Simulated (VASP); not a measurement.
# V24H4C in VASP: single point with PBE+D3(BJ)

Aim: the single point of V24H4C with PBE+D3(BJ).

All numbers are computed with VASP 6.6.1; they aren't measurements. Logs are shortened: lines on timing, memory, paths and dates and some standing lists are left out, and cuts for length are marked.

### Step 1. The cell of the first run

The cell holds a slab with vacuum, 29 atoms: a = 6.040 Å, b = 9.060 Å, c = 18.530 Å, α = 90.00°, β = 90.00°, γ = 90.00°.

### Step 2. Single point, PBE+D3(BJ)

INCAR

```
SYSTEM = V24H4C
PREC = Accurate ; ENCUT = 520
EDIFF = 1E-7 ; ISMEAR = -1
SIGMA = 0.15 ; LREAL = Auto
LASPH = .TRUE. ; NELM = 100
ALGO = Normal ; ISIF = 2
LWAVE = .FALSE. ; LCHARG = .FALSE.
GGA = PE ; IVDW = 12
NBANDS = 180
```

KPOINTS

```
regular mesh
0
G
  2 2 1
  0 0 0
```

POSCAR

```
V24H4C
1.0
    6.0400000000      0.0000000000      0.0000000000
    0.0000000000      9.0600000000      0.0000000000
    0.0000000000      0.0000000000     18.5300000000
V C H
24 1 4
Direct
    0.2500000000      0.1666666667      0.0539665407
    0.7500000000      0.1666666667      0.0539665407
    0.2500000000      0.5000000000      0.0539665407
    0.7500000000      0.5000000000      0.0539665407
    0.2500000000      0.8333333333      0.0539665407
    0.7500000000      0.8333333333      0.0539665407
   -0.0000165563     -0.0002097130      0.1224230977
    0.5000165563     -0.0001766004      0.1229519698
   -0.0000331126      0.3336313466      0.1222558014
    0.5000662252      0.3333995585      0.1227361036
    0.0000165563      0.6670860927      0.1227522936
    0.5000496689      0.6667439294      0.1217701025
    0.2469370861      0.1663465784      0.1978953049
    0.7531291391      0.1663576159      0.1978737183
    0.2494867550      0.4978145695      0.1975876956
    0.7505298013      0.4978697572      0.1976848354
    0.2494039735      0.8358167770      0.1976578521
    0.7506291391      0.8357615894      0.1976470588
    0.0000496689      0.0023399558      0.2705450621
    0.5002649007      0.0061589404      0.2682838640
    0.0000993377      0.3308609272      0.2699892067
    0.4999834437      0.3249779249      0.2680032380
   -0.0000662252      0.6681015453      0.2653642742
    0.4994867550      0.6653090508      0.2636805181
    0.4987913907      0.6528587196      0.4080895845
    0.4893377483      0.7727041943      0.4158014031
    0.3567218543      0.6115562914      0.3764004317
    0.6563576159      0.6218984547      0.3824015111
    0.4908774834      0.5958278146      0.4600917431
```

Potentials or basis: VASP PAW PBE potentials, release 64 (V_sv, C, H).

Started as:

```bash
cat potpaw_PBE.64/V_sv/POTCAR potpaw_PBE.64/C/POTCAR potpaw_PBE.64/H/POTCAR > POTCAR
mpirun -np 1 vasp_std > vasp.out
```

OUTCAR:

```text
SYSTEM = V24H4C
   PREC = Accurate
   ENCUT = 520
   EDIFF = 1E-7
   ISMEAR = -1
   LREAL = Auto
   LASPH = .TRUE.
   NELM = 100
   ISIF = 2
   GGA = PE
   IVDW = 12
 IVDW          = 12

 ion  position               nearest neighbor table
   1  0.250  0.167  0.054-   9 2.48   7 2.49  10 2.49   8 2.49  13 2.67
   2  0.750  0.167  0.054-   9 2.48   7 2.48  10 2.49   8 2.49  14 2.67
   3  0.250  0.500  0.054-  12 2.48   9 2.48  10 2.49  11 2.49  15 2.66
   4  0.750  0.500  0.054-  12 2.48   9 2.48  10 2.49  11 2.49  16 2.66
   5  0.250  0.833  0.054-  12 2.48   7 2.48  11 2.48   8 2.49  17 2.66
   6  0.750  0.833  0.054-  12 2.48   7 2.48  11 2.48   8 2.49  18 2.66
   7  1.000  1.000  0.122-   6 2.48   5 2.48   2 2.48   1 2.49  18 2.53  17 2.53  14 2.54  13 2.54
                            19 2.74
   8  0.500  1.000  0.123-   6 2.49   5 2.49   2 2.49   1 2.49  17 2.53  18 2.53  14 2.56  13 2.56
                            20 2.69
   9  1.000  0.334  0.122-   4 2.48   3 2.48   2 2.48   1 2.48  15 2.54  16 2.54  14 2.55  13 2.55
                            21 2.74
  10  0.500  0.333  0.123-   4 2.49   3 2.49   2 2.49   1 2.49  15 2.54  16 2.54  14 2.56  13 2.56
                            22 2.69
  11  0.000  0.667  0.123-   5 2.48   6 2.48   3 2.49   4 2.49  18 2.56  17 2.56  15 2.56  16 2.56
                            23 2.64
  12  0.500  0.667  0.122-   6 2.48   5 2.48   4 2.48   3 2.48  15 2.57  16 2.57  18 2.57  17 2.57
                            24 2.63
  13  0.247  0.166  0.198-  22 2.47  20 2.48  21 2.50  19 2.50   7 2.54   9 2.55   8 2.56  10 2.56
                             1 2.67
  14  0.753  0.166  0.198-  22 2.47  20 2.48  21 2.50  19 2.50   7 2.54   9 2.55   8 2.56  10 2.56
                             2 2.67
  15  0.249  0.498  0.198-  24 2.47  23 2.50  21 2.52   9 2.54  10 2.54  22 2.54  11 2.56  12 2.57
                             3 2.66
  16  0.751  0.498  0.198-  24 2.47  23 2.49  21 2.52   9 2.54  10 2.54  22 2.54  11 2.56  12 2.57
                             4 2.66
  17  0.249  0.836  0.198-  23 2.48  24 2.48  19 2.52  20 2.53   8 2.53   7 2.53  11 2.56  12 2.57
                             5 2.66
  18  0.751  0.836  0.198-  23 2.48  24 2.49  19 2.52  20 2.53   8 2.53   7 2.53  11 2.56  12 2.57
                             6 2.66
  19  0.000  0.002  0.271-  13 2.50  14 2.50  17 2.52  18 2.52   7 2.74
  20  0.500  0.006  0.268-  14 2.48  13 2.48  18 2.53  17 2.53   8 2.69  22 2.89
  21  0.000  0.331  0.270-  13 2.50  14 2.50  15 2.52  16 2.52   9 2.74
  22  0.500  0.325  0.268-  13 2.47  14 2.47  16 2.54  15 2.54  10 2.69  20 2.89
  23  1.000  0.668  0.265-  18 2.48  17 2.48  16 2.49  15 2.50  11 2.64
  24  0.499  0.665  0.264-  15 2.47  16 2.47  17 2.48  18 2.49  12 2.63
  25  0.499  0.653  0.408-  29 1.09  26 1.10  28 1.10  27 1.11
  26  0.489  0.773  0.416-  25 1.10
  27  0.357  0.612  0.376-  25 1.11
  28  0.656  0.622  0.382-  25 1.10
  29  0.491  0.596  0.460-  25 1.09

  LATTYP: Found a simple orthorhombic cell.
 ALAT       =     6.0400000000
 B/A-ratio  =     1.5000000000
 C/A-ratio  =     3.0678807947

  Lattice vectors:

 A1 = (   6.0400000000,   0.0000000000,   0.0000000000)
 A2 = (   0.0000000000,   9.0600000000,   0.0000000000)
[... 177 lines left out ...]
   EFERMI_NEDOS =   21; number of points for ismear=-14 and -15
   IALGO  =     38    algorithm
   IMIX   =      4    mixing-type and parameters
     AMIX     =   0.40;   BMIX     =  1.00
     AMIX_MAG =   1.60;   BMIX_MAG =  1.00
  volume/ion in A,a.u.               =      34.97       235.96
  Fermi-wavevector in a.u.,A,eV,Ry     =   1.114580  2.106251 16.902367  1.242289
  Thomas-Fermi vector in A             =   2.251177
   LORBIT       =      0    0 simple, 1 ext, 2 COOP (PROOUT), +10 PAW based schemes
   GGA     = PE    functional components
   LHFCALC =     F    Hartree Fock is set to
   AEXX    =    0.0000 exact exchange contribution
   IVDW    =    12    specifies the selected vdW correction
   LEPSILON=     F    determine dielectric tensor
   LRPA    =     F    only Hartree local field effects (RPA)
 non-spin polarized calculation
  energy-cutoff  :      520.00
  volume of cell :     1014.01
 maximum number of plane-waves:     27310
 NGX is ok and might be reduce to    48
   NGX = 23   NGY = 33   NGZ = 69

 number of electron     319.9999940 magnetization

 Free energy of the ion-electron system (eV)
  ---------------------------------------------------
  ext. energy  EPLUGINS =         0.00000000
  ---------------------------------------------------
  free energy    TOTEN  =      -223.15282010 eV

  energy without entropy =     -220.28601244  energy(sigma->0) =     -221.71941627

 E-fermi :   1.0718     XC(G=0):  -5.5026

 val. band max:        1.0670643820   @ k =   0.0000   0.5000   0.0000
 cond. band min:       1.0752222730   @ k =   0.0000   0.0000   0.0000
 fundamental gap:      0.0081578910
 Fermi energy:         1.0717911931

 k-point     1 :       0.0000    0.0000    0.0000
  band No.  band energies     occupation
      1     -63.0344      2.00000
      2     -63.0007      2.00000
      3     -62.9897      2.00000
      4     -62.9726      2.00000
      5     -62.9706      2.00000
      6     -62.9636      2.00000
[... 689 lines left out ...]
    171       1.4733      0.12875
    172       1.4795      0.12385
 [bands above 172 left out]

------------------------ aborting loop because EDIFF is reached ----------------------------------------

 Edisp (eV)  -10.66984

 E8    (eV) :    -5.1886

  FORCE on cell =-STRESS in cart. coord.  units (eV):
  Direction    XX          YY          ZZ          XY          YZ          ZX
  --------------------------------------------------------------------------------------
  -------------------------------------------------------------------------------------
  Total     -16.05804   -11.63429    17.85808    -0.01764     0.09828    -0.01538
  in kB     -25.37245   -18.38272    28.21661    -0.02787     0.15528    -0.02431
  external pressure =       -5.18 kB  Pullay stress =        0.00 kB

 VOLUME and BASIS-vectors are now :
 -----------------------------------------------------------------------------
  energy-cutoff  :      520.00
  volume of cell :     1014.01
      direct lattice vectors                 reciprocal lattice vectors
     6.040000000  0.000000000  0.000000000     0.165562914  0.000000000  0.000000000
     0.000000000  9.060000000  0.000000000     0.000000000  0.110375276  0.000000000
     0.000000000  0.000000000 18.530000000     0.000000000  0.000000000  0.053966541

 POSITION                                       TOTAL-FORCE (eV/Angst)
 -----------------------------------------------------------------------------------
      1.51000      1.51000      1.00000         0.007689     -0.003216     -0.585320
      4.53000      1.51000      1.00000        -0.008182     -0.001987     -0.587130
      1.51000      4.53000      1.00000        -0.012318     -0.015621     -0.588231
      4.53000      4.53000      1.00000         0.014549     -0.014486     -0.585245
      1.51000      7.55000      1.00000        -0.012492      0.027574     -0.593751
      4.53000      7.55000      1.00000         0.014282      0.025848     -0.593554
[... 21 lines left out ...]
      3.96440      5.63440      7.08590         0.144507     -0.015562     -0.098334
      2.96490      5.39820      8.52550         0.016837     -0.043803      0.099678
 -----------------------------------------------------------------------------------
    total drift:                                0.000442     -0.002206     -0.013160

  FREE ENERGIE OF THE ION-ELECTRON SYSTEM (eV)
  ---------------------------------------------------
  free  energy   TOTEN  =      -233.8226601341 eV

  energy  without entropy=     -230.9558524742  energy(sigma->0) =     -232.38925630
```

Run time: 1.6 h. Hardware: 1 thread of Oxide Virtual Turin-like, shared host; peak memory 1.2 GiB.

Results:

```yaml
Free_energy: -233.8227 eV
Largest_force: 0.895 eV/Å
Band_gap_on_the_k_mesh: zero (bands 160 and 161 overlap by 0.09 eV)
Dispersion_energy_per_atom: -0.368 eV
```

Forces on the atoms (eV/Å):
```
V    0.008 -0.003 -0.585
V   -0.008 -0.002 -0.587
V   -0.012 -0.016 -0.588
V    0.015 -0.014 -0.585
V   -0.012  0.028 -0.594
V    0.014  0.026 -0.594
V    0.004  0.048 -0.590
V    0.001  0.071 -0.659
V    0.004 -0.023 -0.553
V   -0.003 -0.068 -0.629
V   -0.004 -0.020 -0.654
V   -0.002 -0.012 -0.596
V    0.111  0.017  0.752
V   -0.111  0.016  0.756
V    0.002  0.064  0.805
V   -0.008  0.060  0.790
V    0.029 -0.113  0.812
V   -0.032 -0.109  0.817
V   -0.002  0.021  0.206
V   -0.002 -0.038  0.377
V   -0.003 -0.026  0.204
V    0.001  0.051  0.351
V    0.005 -0.005  0.313
V    0.017  0.005  0.895
C   -0.003  0.166  0.259
H   -0.026 -0.077 -0.009
H   -0.142  0.014 -0.115
H    0.145 -0.016 -0.098
H    0.017 -0.044  0.100
```

Caveat: the k points lie up to 0.52 Å⁻¹ apart; there is no dipole correction, which matters where the two faces differ.
